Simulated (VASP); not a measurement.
# Mg3ZnTe4 (P1) in VASP: relaxation of cell and atoms with PBE

Aim: the relaxation of cell and atoms of Mg3ZnTe4 with PBE.

Everything below comes from runs of VASP 6.6.1. Logs are shortened: lines on timing, memory, paths and dates and some standing lists are left out, and cuts for length are marked.

### 1 The cell of the first run

The typed cell holds 8 atoms: a = 4.453 Å, b = 4.484 Å, c = 15.075 Å, α = 89.95°, β = 88.80°, γ = 119.97°.

### 2 Relaxation of cell and atoms, PBE

INCAR reads:

```
ALGO     = Normal         # electronic algorithm
EDIFF    = 1E-7           # SCF threshold, eV
EDIFFG   = -0.025         # ionic threshold
ENCUT    = 600            # plane-wave cutoff, eV
GGA      = PE             # functional
IBRION   = 2              # ionic algorithm
ISIF     = 3              # what is computed and relaxed
ISMEAR   = 0              # smearing method
LASPH    = T              # aspherical terms in the spheres
LCHARG   = F              # write CHGCAR
LREAL    = F              # projectors in reciprocal space
LWAVE    = F              # write WAVECAR
NELM     = 60             # most SCF steps
NSW      = 80             # ionic steps
PREC     = Accurate       # precision mode
SIGMA    = 0.1            # smearing width, eV
```

KPOINTS reads:

```
k-points
0
Gamma
  3 3 1
```

POSCAR reads:

```
Mg3ZnTe4
1.0
    4.4528817174     -0.0080011663      0.0475442293
   -2.2333700720      3.8883640537      0.0017825858
    0.1562359459      0.0969668554     15.0740280927
Mg Zn Te
3 1 4
Direct
    0.6690438187      0.3327572656      0.0025485061
    0.6592616051      0.3212288775      0.4957285849
   -0.0008713852      0.0120068353      0.7506753333
   -0.0030210862     -0.0060140880      0.2487237208
    0.6709702322      0.3279666273      0.1928700141
    0.6696043598      0.3401421839      0.6871749226
    0.0027704752      0.0049975740      0.4322245679
   -0.0010913528      0.0002480577      0.9400543503
```

Potentials or basis: VASP PAW PBE potentials, release 64 (Mg, Zn, Te).

Started as:

```sh
$ cat potpaw_PBE.64/Mg/POTCAR potpaw_PBE.64/Zn/POTCAR potpaw_PBE.64/Te/POTCAR > POTCAR
$ mpirun -np 1 vasp_std > vasp.out
```

OUTCAR:

```text
EDIFF = 1E-7
   EDIFFG = -0.025
   ENCUT = 600
   GGA = PE
   IBRION = 2
   ISIF = 3
   ISMEAR = 0
   LASPH = T
   LREAL = F
   NELM = 60
   NSW = 80
   PREC = Accurate

 ion  position               nearest neighbor table
   1  0.669  0.333  0.003-   8 2.72   8 2.75   8 2.77   5 2.87
   2  0.659  0.321  0.496-   7 2.72   7 2.73   7 2.81   6 2.89
   3  0.999  0.012  0.751-   6 2.73   6 2.74   6 2.79   8 2.86
   4  0.997  0.994  0.249-   5 2.70   5 2.71   5 2.73   7 2.77
   5  0.671  0.328  0.193-   4 2.70   4 2.71   4 2.73   1 2.87
   6  0.670  0.340  0.687-   3 2.73   3 2.74   3 2.79   2 2.89
   7  0.003  0.005  0.432-   2 2.72   2 2.73   4 2.77   2 2.81
   8  0.999  0.000  0.940-   1 2.72   1 2.75   1 2.77   3 2.86

  LATTYP: Found a triclinic cell.
 ALAT       =     4.4531427174
 B/A-ratio  =     1.0039105935
 C/A-ratio  =     3.8232250086
 COS(alpha) =     0.0156313618
 COS(beta)  =     0.4117585659
 COS(gamma) =     0.4950023229

  Lattice vectors:

 A1 = (   4.4528817174,  -0.0080011663,   0.0475442293)
 A2 = (   2.2195116454,   3.8803628874,   0.0493268151)
 A3 = (   6.8424877353,  -3.7993983646,  15.1197897362)

Analysis of symmetry for initial positions (statically):
=====================================================================
 Subroutine PRICEL returns:
 Original cell was already a primitive cell.

 Routine SETGRP: Setting up the symmetry group for a
 triclinic supercell.

 Subroutine GETGRP returns: Found  1 space group operations
 (whereof  1 operations were pure point group operations)
 out of a pool of  2 trial point group operations.

The static configuration has the point symmetry C_1 .

Analysis of symmetry for dynamics (positions and initial velocities):
=====================================================================
 Subroutine PRICEL returns:
 Original cell was already a primitive cell.

 Routine SETGRP: Setting up the symmetry group for a
 triclinic supercell.

 Subroutine GETGRP returns: Found  1 space group operations
 (whereof  1 operations were pure point group operations)
 out of a pool of  2 trial point group operations.

The dynamic configuration has the point symmetry C_1 .

 Subroutine INISYM returns: Found  1 space group operations
 (whereof  1 operations are pure point group operations),
 and found     1 'primitive' translations

----------------------------------------------------------------------------------------

                                     Primitive cell

  volume of cell :     260.6888

  direct lattice vectors                    reciprocal lattice vectors
     4.452881717 -0.008001166  0.047544229     0.224839475  0.129143100 -0.003161107
    -2.233370072  3.888364054  0.001782586     0.000480343  0.257454223 -0.001661107
     0.156235946  0.096966855 15.074028093    -0.000709212 -0.000437769  0.066349435

  length of vectors
     4.453142717  4.484118650 15.075149591     0.259308161  0.257460029  0.066354670

  position of ions in fractional coordinates (direct lattice)
     0.669043819  0.332757266  0.002548506
     0.659261605  0.321228877  0.495728585
     0.999128615  0.012006835  0.750675333
     0.996978914  0.993985912  0.248723721
     0.670970232  0.327966627  0.192870014
     0.669604360  0.340142184  0.687174923
     0.002770475  0.004997574  0.432224568
     0.998908647  0.000248058  0.940054350

  ion indices of the primitive-cell ions
   primitive index   ion index
                 1           1
                 2           2
                 3           3
                 4           4
                 5           5
                 6           6
                 7           7
                 8           8

----------------------------------------------------------------------------------------

 KPOINTS: k-points

Automatic generation of k-mesh.
 Grid dimensions read from file:
 generate k-points for:    3    3    1

 Generating k-lattice:

  Cartesian coordinates                     Fractional coordinates (reciprocal lattice)
     0.074946492  0.043047700 -0.001053702     0.333333333  0.000000000 -0.000000000
     0.000160114  0.085818074 -0.000553702     0.000000000  0.333333333  0.000000000
    -0.000709212 -0.000437769  0.066349435     0.000000000  0.000000000  1.000000000

  Length of vectors
     0.086436054  0.085820010  0.066354670

  Shift w.r.t. Gamma in fractional coordinates (k-lattice)
     0.000000000  0.000000000  0.000000000

 Subroutine IBZKPT returns following result:
 ===========================================

 Found      5 irreducible k-points:

 Following reciprocal coordinates:
            Coordinates               Weight
  0.000000  0.000000  0.000000      1.000000
  0.333333  0.000000  0.000000      2.000000
  0.000000  0.333333  0.000000      2.000000
  0.333333  0.333333 -0.000000      2.000000
 -0.333333  0.333333  0.000000      2.000000
   k-points           NKPTS =      5   k-points in BZ     NKDIM =      5   number of bands    NBANDS=     26
   number of dos      NEDOS =    301   number of ions     NIONS =      8
   total plane-waves  NPLWV = 155520
   dimension x,y,z NGX =    36 NGY =   36 NGZ =  120
   dimension x,y,z NGXF=    72 NGYF=   72 NGZF=  240
   ions per type =               3   1   4
   NGX,Y,Z   is equivalent  to a cutoff of  13.44, 13.35, 13.23 a.u.
   NGXF,Y,Z  is equivalent  to a cutoff of  26.88, 26.69, 26.47 a.u.
 SYSTEM =  unknown system
   PREC   = accura    normal or accurate (medium, high low for compatibility)
   ISTART =      0    job   : 0-new  1-cont  2-samecut
   ICHARG =      2    charge: 1-file 2-atom 10-const
   ISPIN  =      1    spin polarized calculation?
   LNONCOLLINEAR =      F non collinear calculations
   LSORBIT =      F    spin-orbit coupling
   LASPH  =      T    aspherical Exc in radial PAW
   ENCUT  =  600.0 eV  44.10 Ry    6.64 a.u.   8.89  8.96 30.11*2*pi/ulx,y,z
   NELM   =     60;   NELMIN=  2; NELMDL= -5     # of ELM steps
   EDIFF  = 0.1E-06   stopping-criterion for ELM
   LREAL  =      F    real-space projection
   EDIFFG = -.3E-01   stopping-criterion for IOM
   NSW    =     80    number of steps for IOM
   IBRION =      2    ionic relax: 0-MD 1-quasi-New 2-CG
   NFREE  =      1    steps in history (QN), initial steepest desc. (CG)
   ISIF   =      3    stress and relaxation
   ISYM   =      2    0-nonsym 1-usesym 2-fastsym
   POTIM  = 0.5000    time-step for ionic-motion
   TEBEG  =    0.0;   TEEND  =   0.0 temperature during run
   PSTRESS=    0.0 pullay stress
   NELECT =      42.0000    total number of electrons
   NUPDOWN=      -1.0000    fix difference up-down
   EMIN   =  10.00;   EMAX   =-10.00  energy-range for DOS
   EFERMI =   0.00;   METHOD = LEGACY
   ISMEAR =     0;   SIGMA  =   0.10  broadening in eV -4-tet -1-fermi 0-gaus
   EFERMI_NEDOS =   21; number of points for ismear=-14 and -15
   IALGO  =     38    algorithm
   IMIX   =      4    mixing-type and parameters
     AMIX     =   0.40;   BMIX     =  1.00
     AMIX_MAG =   1.60;   BMIX_MAG =  1.00
  volume/ion in A,a.u.               =      32.59       219.90
  Fermi-wavevector in a.u.,A,eV,Ry     =   0.890807  1.683382 10.796737  0.793538
  Thomas-Fermi vector in A             =   2.012546
   LORBIT       =      0    0 simple, 1 ext, 2 COOP (PROOUT), +10 PAW based schemes
   GGA     = PE    functional components
   LHFCALC =     F    Hartree Fock is set to
   AEXX    =    0.0000 exact exchange contribution
   IVDW    =     0    specifies the selected vdW correction
   LEPSILON=     F    determine dielectric tensor
   LRPA    =     F    only Hartree local field effects (RPA)
 conjugate gradient relaxation of ions
 non-spin polarized calculation
 Gauss-broadening in eV      SIGMA  =   0.10
  energy-cutoff  :      600.00
  volume of cell :      260.69
 maximum number of plane-waves:      8722
   NGX = 17   NGY = 17   NGZ = 61

--------------------------------------- Ionic step        1  -------------------------------------------

 number of electron      41.9999999 magnetization

 Free energy of the ion-electron system (eV)
  ---------------------------------------------------
  ext. energy  EPLUGINS =         0.00000000
  ---------------------------------------------------
  free energy    TOTEN  =       -23.80186375 eV

  energy without entropy =      -23.80186375  energy(sigma->0) =      -23.80186375

------------------------ aborting loop because EDIFF is reached ----------------------------------------

  FORCE on cell =-STRESS in cart. coord.  units (eV):
  Direction    XX          YY          ZZ          XY          YZ          ZX
  --------------------------------------------------------------------------------------
  -------------------------------------------------------------------------------------
  Total        4.5219778      2.9541994     -1.5578490     -0.2002874     -0.1814263     -0.4370593
  in kB       27.7917956     18.1563268     -9.5744436     -1.2309542     -1.1150351     -2.6861391
  external PRESSURE =      12.1245596 kB  Pullay stress =       0.0000000 kB
[... 107 lines left out ...]
  FREE ENERGIE OF THE ION-ELECTRON SYSTEM (eV)
  ---------------------------------------------------
  free  energy   TOTEN  =       -23.9233835500 eV

  energy  without entropy=      -23.9233835500  energy(sigma->0) =      -23.92338355

[... ionic steps 4 to 7 ...]

--------------------------------------- Ionic step        8  -------------------------------------------

 number of electron      41.9999999 magnetization

------------------------ aborting loop because EDIFF is reached ----------------------------------------
[... 79 lines left out ...]
--------------------------------------- Ionic step       10  -------------------------------------------

 number of electron      41.9999998 magnetization

 Free energy of the ion-electron system (eV)
  ---------------------------------------------------
  ext. energy  EPLUGINS =         0.00000000
  ---------------------------------------------------
  free energy    TOTEN  =       -23.93879326 eV

  energy without entropy =      -23.93879326  energy(sigma->0) =      -23.93879326

 E-fermi :   2.4442     XC(G=0):  -7.9342

 val. band max:        1.9981372474   @ k =   0.0000   0.0000   0.0000
 cond. band min:       3.4065047150   @ k =   0.0000   0.0000   0.0000
 fundamental gap:      1.4083674676
 Fermi energy:         2.4442048496

 k-point     1 :       0.0000    0.0000    0.0000
  band No.  band energies     occupation
      1      -8.5127      2.00000
      2      -8.1755      2.00000
      3      -8.1223      2.00000
      4      -7.8110      2.00000
      5      -4.2671      2.00000
      6      -4.2667      2.00000
[... 18 lines left out ...]
     25       5.2728      0.00000
     26       6.8178      0.00000

 k-point     2 :       0.3333    0.0000    0.0000
  band No.  band energies     occupation
      1      -8.1175      2.00000
      2      -7.8705      2.00000
      3      -7.8354      2.00000
      4      -7.6396      2.00000
      5      -4.2277      2.00000
      6      -4.2234      2.00000
[... 18 lines left out ...]
     25       5.6523      0.00000
     26       6.3729      0.00000

 k-point     3 :       0.0000    0.3333    0.0000
  band No.  band energies     occupation
      1      -8.1175      2.00000
      2      -7.8702      2.00000
      3      -7.8364      2.00000
      4      -7.6415      2.00000
      5      -4.2280      2.00000
      6      -4.2235      2.00000
[... 18 lines left out ...]
     25       5.6622      0.00000
     26       6.3784      0.00000

 k-point     4 :       0.3333    0.3333   -0.0000
  band No.  band energies     occupation
      1      -7.8073      2.00000
      2      -7.7647      2.00000
      3      -7.6328      2.00000
      4      -7.6100      2.00000
      5      -4.2182      2.00000
      6      -4.1849      2.00000
[... 18 lines left out ...]
     25       6.8792      0.00000
     26       6.9845      0.00000

 k-point     5 :      -0.3333    0.3333    0.0000
  band No.  band energies     occupation
      1      -8.1169      2.00000
      2      -7.8717      2.00000
      3      -7.8356      2.00000
      4      -7.6390      2.00000
      5      -4.2283      2.00000
      6      -4.2232      2.00000
[... 53 lines left out ...]
  FREE ENERGIE OF THE ION-ELECTRON SYSTEM (eV)
  ---------------------------------------------------
  free  energy   TOTEN  =       -23.9387932622 eV

  energy  without entropy=      -23.9387932622  energy(sigma->0) =      -23.93879326

 reached required accuracy - stopping structural energy minimisation
```

It took 7.8 min on 1 thread of Intel Xeon Platinum 8375C at 2.90GHz (Ice Lake), shared host; peak memory 0.44 GiB.

What came out:

| Quantity | Value |
| --- | --- |
| Free energy | -23.9388 eV |
| Relaxed volume | 33.52 Å³/atom |
| Relaxed cell | a = 4.583 Å, b = 4.586 Å, c = 14.728 Å, α = 90.01°, β = 90.02°, γ = 119.98° |
| Space group after relaxing (to 0.1 Å) | Cm (No. 8) |
| Energy gained by relaxing | 17.1 meV/atom |
| Ionic steps | 10 |
| Pressure after relaxing | 0.0 GPa |
| Largest force after relaxing | 0.016 eV/Å |
| Band gap on the k mesh | 1.41 eV |

Forces on the atoms (eV/Å):
```
Mg  -0.001  0.003  0.003
Mg   0.000 -0.002 -0.002
Mg  -0.003 -0.013 -0.007
Zn  -0.009  0.003  0.011
Te  -0.001  0.007  0.006
Te   0.010 -0.005 -0.012
Te   0.004  0.010  0.003
Te  -0.001 -0.003 -0.001
```

The path:
```csv
step,energy change (eV),largest force (eV/Å),pressure (GPa),volume (Å³)
1,0.0000,0.4822,1.21,260.69
2,-0.1209,0.1270,-0.23,270.01
3,-0.1215,0.1179,-0.32,270.74
4,-0.1291,0.1078,-0.03,268.56
5,-0.1299,0.1108,0.11,267.56
6,-0.1334,0.0730,0.08,267.73
7,-0.1355,0.0625,0.04,268.03
8,-0.1365,0.0375,-0.03,268.57
9,-0.1366,0.0268,-0.07,268.82
10,-0.1369,0.0164,0.02,268.12
```

Final structure:
```
Mg Zn Te
1.0
     4.58321    0.00028   -0.00186
    -2.29151    3.97204   -0.00036
     0.00157   -0.00086   14.72767
Mg Zn Te
3 1 4
Direct
  0.66738 0.33330 0.00330
  0.66445 0.33046 0.49479
  0.00117 0.00804 0.74957
  0.00101 0.99529 0.24984
  0.66724 0.32883 0.19457
  0.66725 0.34094 0.68593
  0.99750 0.99629 0.43183
  0.00068 0.00020 0.94016
```

Levels at points of the mesh, in eV from the valence-band top:
```
           k point  band 18  band 19  band 20  band 21  band 22  band 23  band 24  band 25
(0.00, 0.00, 0.00)    -0.35    -0.01     0.00     0.00     1.41     2.49     3.01     3.27
```

Caveat: the k points lie up to 0.53 Å⁻¹ apart in the final cell; spin-orbit coupling is left out, which moves the levels of the heavy elements.
